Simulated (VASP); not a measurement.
# Al (P-1) in VASP: a series of runs

Runs on Al. Level: LDA. Tasks: single point.

All numbers are computed with VASP 6.6.1; they aren't measurements. Logs are shortened: lines on timing, memory, paths and dates and some standing lists are left out, and cuts for length are marked.

### 1 The cell of the first run

The typed cell holds 4 atoms: a = 2.827 Å, b = 2.823 Å, c = 9.186 Å, α = 89.93°, β = 89.81°, γ = 119.86°.

This isn't the form of Al at room conditions, which is fcc.

### 2 Single point, LDA

Input file INCAR:

```
SYSTEM = Al
PREC     = Accurate       ! precision mode
ENCUT    = 520            ! plane-wave cutoff, eV
EDIFF    = 1E-6           ! SCF threshold, eV
ISMEAR   = -1             ! smearing method
SIGMA    = 0.05           ! smearing width, eV
LREAL    = .False.        ! projectors in reciprocal space
LASPH    = .True.         ! aspherical terms in the spheres
NELM     = 60             ! most SCF steps
ALGO     = Normal         ! electronic algorithm
ISIF     = 2              ! what is computed and relaxed
LWAVE    = .False.        ! write WAVECAR
LCHARG   = .False.        ! write CHGCAR
NBANDS   = 14             ! bands
```

Input file KPOINTS:

```
Automatic mesh
0
Gamma
  14 14 4
  0 0 0
```

Input file POSCAR:

```
Al
1.0
    2.8270770000      0.0047117950      0.0047117950
   -1.4094584650      2.4459651017      0.0017246367
    0.0153099883      0.0153099883      9.1859930000
Al
4
Direct
    0.0000000000      0.0000000000      0.0000000000
    0.3333333333      0.6666666667      0.2500000000
    0.0000000000      0.0000000000      0.5000000000
    0.6666666667      0.3333333333      0.7500000000
```

Potentials or basis: VASP PAW LDA potentials, release 64 (Al).

The run is started by

```
$ cat potpaw_LDA.64/Al/POTCAR > POTCAR
$ mpirun -np 1 vasp_std > vasp.out
```

OUTCAR:

```text
SYSTEM = Al
   PREC = Accurate
   ENCUT = 520
   EDIFF = 1E-6
   ISMEAR = -1
   LREAL = .False.
   LASPH = .True.
   NELM = 60
   ISIF = 2

 ion  position               nearest neighbor table
   1  0.000  0.000  0.000-   4 2.81   2 2.81   4 2.82   2 2.82   4 2.82   2 2.82
   2  0.333  0.667  0.250-   1 2.81   3 2.81   3 2.81   1 2.82   1 2.82   3 2.82
   3  0.000  0.000  0.500-   2 2.81   4 2.81   4 2.81   2 2.81   4 2.82   2 2.82
   4  0.667  0.333  0.750-   1 2.81   3 2.81   3 2.81   1 2.82   1 2.82   3 2.82

  LATTYP: Found a triclinic cell.
 ALAT       =     2.8270848530
 B/A-ratio  =     1.7295471694
 C/A-ratio  =     3.2492899910
 COS(alpha) =     0.0012228622
 COS(beta)  =     0.0033360926
 COS(gamma) =     0.8656086760

  Lattice vectors:

 A1 = (  -2.8270770000,  -0.0047117950,  -0.0047117950)
 A2 = (  -4.2365354650,   2.4412533067,  -0.0029871583)
 A3 = (  -0.0153099883,  -0.0153099883,  -9.1859930000)

Analysis of symmetry for initial positions (statically):
=====================================================================
 Subroutine PRICEL returns:
 Original cell was already a primitive cell.

 Routine SETGRP: Setting up the symmetry group for a
 triclinic supercell.

 Subroutine GETGRP returns: Found  2 space group operations
 (whereof  2 operations were pure point group operations)
 out of a pool of  2 trial point group operations.

The static configuration has the point symmetry S_2 .

Analysis of symmetry for dynamics (positions and initial velocities):
=====================================================================
 Subroutine PRICEL returns:
 Original cell was already a primitive cell.

 Routine SETGRP: Setting up the symmetry group for a
 triclinic supercell.

 Subroutine GETGRP returns: Found  2 space group operations
 (whereof  2 operations were pure point group operations)
 out of a pool of  2 trial point group operations.

The dynamic configuration has the point symmetry S_2 .

 Subroutine INISYM returns: Found  2 space group operations
 (whereof  2 operations are pure point group operations),
 and found     1 'primitive' translations

----------------------------------------------------------------------------------------

                                     Primitive cell

  volume of cell :      63.5812

  direct lattice vectors                    reciprocal lattice vectors
     2.827077000  0.004711795  0.004711795     0.353384394  0.203634232 -0.000928364
    -1.409458465  2.445965102  0.001724637    -0.000679610  0.408445439 -0.000679610
     0.015309988  0.015309988  9.185993000    -0.000181135 -0.000181135  0.108861997

  length of vectors
     2.827084853  2.822998657  9.186018517     0.407858177  0.408446570  0.108862299

  position of ions in fractional coordinates (direct lattice)
     0.000000000  0.000000000  0.000000000
     0.333333333  0.666666667  0.250000000
     0.000000000  0.000000000  0.500000000
     0.666666667  0.333333333  0.750000000

  ion indices of the primitive-cell ions
   primitive index   ion index
                 1           1
                 2           2
                 3           3
                 4           4

----------------------------------------------------------------------------------------

 KPOINTS: Automatic mesh

Automatic generation of k-mesh.
 Grid dimensions read from file:
 generate k-points for:   14   14    4

 Generating k-lattice:

  Cartesian coordinates                     Fractional coordinates (reciprocal lattice)
     0.025241742  0.014545302 -0.000066312     0.071428571  0.000000000  0.000000000
    -0.000048544  0.029174674 -0.000048544     0.000000000  0.071428571  0.000000000
    -0.000045284 -0.000045284  0.027215499    -0.000000000  0.000000000  0.250000000

  Length of vectors
     0.029132727  0.029174755  0.027215575

  Shift w.r.t. Gamma in fractional coordinates (k-lattice)
     0.000000000  0.000000000  0.000000000

 Subroutine IBZKPT returns following result:
 ===========================================

 Found    396 irreducible k-points:

 Following reciprocal coordinates:
            Coordinates               Weight
  0.000000  0.000000  0.000000      1.000000
  0.071429  0.000000 -0.000000      2.000000
  0.142857  0.000000 -0.000000      2.000000
  0.214286 -0.000000 -0.000000      2.000000
  0.285714 -0.000000 -0.000000      2.000000
  0.357143 -0.000000 -0.000000      2.000000
[... 16 lines left out ...]
 -0.000000  0.142857 -0.000000      2.000000
  0.071429  0.142857 -0.000000      2.000000
 [... further k-points ...]
   k-points           NKPTS =    396   k-points in BZ     NKDIM =    396   number of bands    NBANDS=     14
   number of dos      NEDOS =    301   number of ions     NIONS =      4
   total plane-waves  NPLWV =  40320
   dimension x,y,z NGX =    24 NGY =   24 NGZ =   70
   dimension x,y,z NGXF=    48 NGYF=   48 NGZF=  140
   ions per type =               4
   NGX,Y,Z   is equivalent  to a cutoff of  14.11, 14.13, 12.67 a.u.
   NGXF,Y,Z  is equivalent  to a cutoff of  28.23, 28.27, 25.34 a.u.
 SYSTEM =  Al
   PREC   = accura    normal or accurate (medium, high low for compatibility)
   ISTART =      0    job   : 0-new  1-cont  2-samecut
   ICHARG =      2    charge: 1-file 2-atom 10-const
   ISPIN  =      1    spin polarized calculation?
   LNONCOLLINEAR =      F non collinear calculations
   LSORBIT =      F    spin-orbit coupling
   LASPH  =      T    aspherical Exc in radial PAW
   ENCUT  =  520.0 eV  38.22 Ry    6.18 a.u.   5.26  5.25 17.08*2*pi/ulx,y,z
   NELM   =     60;   NELMIN=  2; NELMDL= -5     # of ELM steps
   EDIFF  = 0.1E-05   stopping-criterion for ELM
   LREAL  =      F    real-space projection
   EDIFFG = 0.1E-04   stopping-criterion for IOM
   NSW    =      0    number of steps for IOM
   IBRION =     -1    ionic relax: 0-MD 1-quasi-New 2-CG
   NFREE  =      0    steps in history (QN), initial steepest desc. (CG)
   ISIF   =      2    stress and relaxation
   ISYM   =      2    0-nonsym 1-usesym 2-fastsym
   POTIM  = 0.5000    time-step for ionic-motion
   TEBEG  =    0.0;   TEEND  =   0.0 temperature during run
   PSTRESS=    0.0 pullay stress
   NELECT =      12.0000    total number of electrons
   NUPDOWN=      -1.0000    fix difference up-down
   EMIN   =  10.00;   EMAX   =-10.00  energy-range for DOS
   EFERMI =   0.00;   METHOD = LEGACY
   ISMEAR =    -1;   SIGMA  =   0.05  broadening in eV -4-tet -1-fermi 0-gaus
   EFERMI_NEDOS =   21; number of points for ismear=-14 and -15
   IALGO  =     38    algorithm
   IMIX   =      4    mixing-type and parameters
     AMIX     =   0.40;   BMIX     =  1.00
     AMIX_MAG =   1.60;   BMIX_MAG =  1.00
  volume/ion in A,a.u.               =      15.90       107.27
  Fermi-wavevector in a.u.,A,eV,Ry     =   0.939058  1.774562 11.998025  0.881830
  Thomas-Fermi vector in A             =   2.066332
   LORBIT       =      0    0 simple, 1 ext, 2 COOP (PROOUT), +10 PAW based schemes
   GGA     = CA    functional components
   LHFCALC =     F    Hartree Fock is set to
   AEXX    =    0.0000 exact exchange contribution
   IVDW    =     0    specifies the selected vdW correction
   LEPSILON=     F    determine dielectric tensor
   LRPA    =     F    only Hartree local field effects (RPA)
 non-spin polarized calculation
  energy-cutoff  :      520.00
  volume of cell :       63.58
 maximum number of plane-waves:      1734
 NGX is ok and might be reduce to    24
   NGX = 11   NGY = 11   NGZ = 35

 number of electron      12.0000000 magnetization

 Free energy of the ion-electron system (eV)
  ---------------------------------------------------
  ext. energy  EPLUGINS =         0.00000000
  ---------------------------------------------------
  free energy    TOTEN  =       -16.70907539 eV

  energy without entropy =      -16.69465460  energy(sigma->0) =      -16.70186500

 E-fermi :   8.1932     XC(G=0): -10.4833

 val. band max:        8.1827268910   @ k =  -0.3571   0.2857   0.5000
 cond. band min:       8.1958351167   @ k =   0.3571  -0.0714   0.2500
 fundamental gap:      0.0131082258
 Fermi energy:         8.1932308888

 k-point     1 :       0.0000    0.0000    0.0000
  band No.  band energies     occupation
      1      -3.1770      2.00000
      2      -1.4424      2.00000
      3      -1.4337      2.00000
      4       3.5142      2.00000
      5       3.8015      2.00000
      6      11.7746      0.00000
      7      11.7885      0.00000
      8      18.9073      0.00000
      9      18.9860      0.00000
     10      19.0958      0.00000
     11      19.1814      0.00000
     12      20.0895      0.00000
     13      20.1756      0.00000
     14      20.2831      0.00000

 k-point     2 :       0.0714    0.0000   -0.0000
  band No.  band energies     occupation
      1      -3.0517      2.00000
      2      -1.3204      2.00000
      3      -1.3084      2.00000
      4       3.6294      2.00000
      5       3.9239      2.00000
      6      11.8671      0.00000
      7      11.8960      0.00000
      8      16.7201      0.00000
      9      17.6965      0.00000
     10      18.0985      0.00000
     11      18.2109      0.00000
     12      19.1192      0.00000
     13      19.1533      0.00000
     14      19.1645      0.00000

 k-point     3 :       0.1429    0.0000   -0.0000
  band No.  band energies     occupation
      1      -2.6767      2.00000
      2      -0.9535      2.00000
      3      -0.9348      2.00000
      4       3.9752      2.00000
      5       4.2883      2.00000
      6      12.1062      0.00000
      7      12.1853      0.00000
      8      14.1323      0.00000
      9      15.4807      0.00000
     10      15.6175      0.00000
     11      16.5281      0.00000
     12      17.9810      0.00000
     13      18.0170      0.00000
     14      18.0671      0.00000

 k-point     4 :       0.2143   -0.0000   -0.0000
  band No.  band energies     occupation
      1      -2.0540      2.00000
      2      -0.3426      2.00000
      3      -0.3164      2.00000
      4       4.5510      2.00000
      5       4.8857      2.00000
      6      11.2239      0.00000
      7      12.3113      0.00000
      8      12.8738      0.00000
      9      13.0434      0.00000
     10      13.4602      0.00000
     11      15.5732      0.00000
     12      16.7163      0.00000
     13      17.0365      0.00000
     14      17.0670      0.00000

 k-point     5 :       0.2857   -0.0000   -0.0000
  band No.  band energies     occupation
      1      -1.1870      2.00000
      2       0.5092      2.00000
      3       0.5428      2.00000
      4       5.3543      2.00000
      5       5.6848      2.00000
      6       8.9526      0.00000
      7      10.4428      0.00000
      8      10.5785      0.00000
      9      13.5506      0.00000
     10      13.6783      0.00000
     11      14.8316      0.00000
[... 276 lines left out ...]
 k-point    22 :      -0.0714    0.0714    0.0000
  band No.  band energies     occupation
      1      -3.0510      2.00000
      2      -1.3182      2.00000
      3      -1.3092      2.00000
      4       3.6303      2.00000
      5       3.9243      2.00000
      6      11.8722      0.00000
      7      11.8923      0.00000
      8      16.8250      0.00000
      9      17.6155      0.00000
     10      18.2159      0.00000
     11      18.2970      0.00000
     12      19.0507      0.00000
     13      19.0719      0.00000
     14      19.1252      0.00000

 k-point    23 :      -0.0000    0.1429   -0.0000
  band No.  band energies     occupation
      1      -2.6752      2.00000
      2      -0.9502      2.00000
      3      -0.9353      2.00000
      4       3.9769      2.00000
      5       4.2893      2.00000
      6      12.1117      0.00000
      7      12.1846      0.00000
      8      14.1781      0.00000
      9      15.5333      0.00000
     10      15.6581      0.00000
     11      16.4827      0.00000
     12      17.9387      0.00000
     13      17.9688      0.00000
     14      18.0484      0.00000

 k-point    24 :       0.0714    0.1429   -0.0000
  band No.  band energies     occupation
      1      -2.3020      2.00000
      2      -0.5853      2.00000
      3      -0.5632      2.00000
      4       4.3217      2.00000
      5       4.6492      2.00000
      6      12.1303      0.00000
      7      12.4227      0.00000
      8      13.1839      0.00000
      9      14.2479      0.00000
     10      14.4357      0.00000
     11      14.4815      0.00000
     12      15.9100      0.00000
     13      16.0454      0.00000
     14      18.7643      0.00000

 [... further k-points ...]
[... 5 lines left out ...]
  --------------------------------------------------------------------------------------
  -------------------------------------------------------------------------------------
  Total       -0.2647132     -0.2673165      0.2949159      0.0033169     -0.0327226     -0.0324372
  in kB       -6.6704890     -6.7360902      7.4315660      0.0835816     -0.8245740     -0.8173830
  external PRESSURE =      -1.9916710 kB  Pullay stress =       0.0000000 kB

 VOLUME and BASIS-vectors are now :
 -----------------------------------------------------------------------------
  energy-cutoff  :      520.00
  volume of cell :       63.58
      direct lattice vectors                 reciprocal lattice vectors
     2.827077000  0.004711795  0.004711795     0.353384394  0.203634232 -0.000928364
    -1.409458465  2.445965102  0.001724637    -0.000679610  0.408445439 -0.000679610
     0.015309988  0.015309988  9.185993000    -0.000181135 -0.000181135  0.108861997

 POSITION                                       TOTAL-FORCE (eV/Angst)
 -----------------------------------------------------------------------------------
      0.00000      0.00000      0.00000         0.000000     -0.000000      0.000000
      0.00655      1.63604      2.29922        -0.000387     -0.000090     -0.000037
      0.00765      0.00765      4.59300         0.000000     -0.000000      0.000000
      1.42638      0.82995      6.89321         0.000387      0.000090      0.000037
 -----------------------------------------------------------------------------------
    total drift:                               -0.000000      0.000000      0.000000

  FREE ENERGIE OF THE ION-ELECTRON SYSTEM (eV)
  ---------------------------------------------------
  free  energy   TOTEN  =       -16.7090753936 eV

  energy  without entropy=      -16.6946546050  energy(sigma->0) =      -16.70186500
```

Run time: 4.5 min. Hardware: 1 thread of Intel Xeon 8259CL, shared host; peak memory 0.35 GiB.

Results:

* Free energy: -16.7091 eV
* Pressure: -0.2 GPa
* Band gap on the k mesh: zero (bands 6 and 7 overlap by 5.84 eV)

Stress tensor (GPa, compression positive):
```
-0.67  0.01 -0.08
 0.01 -0.67 -0.08
-0.08 -0.08  0.74
```

Levels at points of the mesh, in eV from the Fermi level:
```tsv
k point	band 3	band 4	band 5	band 6	band 7	band 8	band 9	band 10
(0.00, 0.00, 0.00)	-9.63	-4.68	-4.39	3.58	3.60	10.71	10.79	10.90
(0.50, 0.00, 0.00)	-4.04	-3.95	-3.45	-3.32	0.80	1.27	1.37	1.69
(0.00, 0.50, 0.00)	-4.02	-3.94	-3.42	-3.31	0.83	1.28	1.39	1.71
(0.50, 0.50, 0.00)	-4.00	-3.93	-3.39	-3.29	0.85	1.30	1.40	1.73
(0.00, 0.00, 0.50)	-7.49	-7.49	-0.82	-0.82	8.55	8.55	11.03	11.05
(0.50, 0.00, 0.50)	-4.91	-4.91	-1.95	-1.87	-1.28	-1.19	4.61	4.73
(0.00, 0.50, 0.50)	-4.90	-4.90	-1.92	-1.86	-1.25	-1.19	4.65	4.74
(0.50, 0.50, 0.50)	-4.89	-4.88	-1.89	-1.86	-1.22	-1.19	4.70	4.73
```

### 3 Single point, LDA

Input file INCAR:

```
  ALGO = Normal
  EDIFF = 1E-6
  ENCUT = 520
  GGA = CA
  ISIF = 2
  ISMEAR = -1
  LASPH = T
  LCHARG = F
  LREAL = F
  LWAVE = F
  NBANDS = 14
  NELM = 100
  PREC = Accurate
  SIGMA = 0.05
```

Input file KPOINTS:

```
k-points
0
Gamma
  14 14 4
```

Input file POSCAR:

```
Al
1.0
    2.8270770000      0.0094235900      0.0094235900
   -1.4053779300      2.4436092033      0.0034492733
    0.0306199767      0.0306199767      9.1859930000
Al
4
Direct
    0.0000000000      0.0000000000      0.0000000000
    0.3333333333      0.6666666667      0.2500000000
    0.0000000000      0.0000000000      0.5000000000
    0.6666666667      0.3333333333      0.7500000000
```

Potentials or basis: VASP PAW LDA potentials, release 64 (Al).

The run is started by

```
$ cat potpaw_LDA.64/Al/POTCAR > POTCAR
$ mpirun -np 1 vasp_std > vasp.out
```

Wall time 5.8 min (1 thread of Intel Xeon 8259CL, shared host); peak memory 0.35 GiB.

It converged, with:

```yaml
Free_energy: -16.7088 eV
Pressure: -0.2 GPa
Band_gap_on_the_k_mesh: zero (bands 6 and 7 overlap by 5.85 eV)
```

Stress tensor (GPa, compression positive):
```
-0.64  0.04 -0.14
 0.04 -0.67 -0.14
-0.14 -0.14  0.77
```

Levels at points of the mesh, in eV from the Fermi level:
| k point | band 4 | band 5 | band 6 | band 7 | band 8 | band 9 |
| --- | --- | --- | --- | --- | --- | --- |
| (0.00, 0.00, 0.00) | -4.68 | -4.39 | 3.58 | 3.60 | 10.68 | 10.83 |
| (0.50, 0.00, 0.00) | -3.94 | -3.49 | -3.31 | 0.77 | 1.24 | 1.38 |
| (0.00, 0.50, 0.00) | -3.93 | -3.43 | -3.29 | 0.82 | 1.28 | 1.40 |
| (0.50, 0.50, 0.00) | -3.92 | -3.37 | -3.27 | 0.86 | 1.31 | 1.42 |
| (0.00, 0.00, 0.50) | -7.49 | -0.82 | -0.82 | 8.55 | 8.55 | 10.99 |
| (0.50, 0.00, 0.50) | -4.92 | -2.01 | -1.84 | -1.34 | -1.17 | 4.53 |
| (0.00, 0.50, 0.50) | -4.89 | -1.95 | -1.83 | -1.28 | -1.15 | 4.60 |
| (0.50, 0.50, 0.50) | -4.87 | -1.88 | -1.83 | -1.21 | -1.16 | 4.70 |

(Part 1 of 2 ends here.)
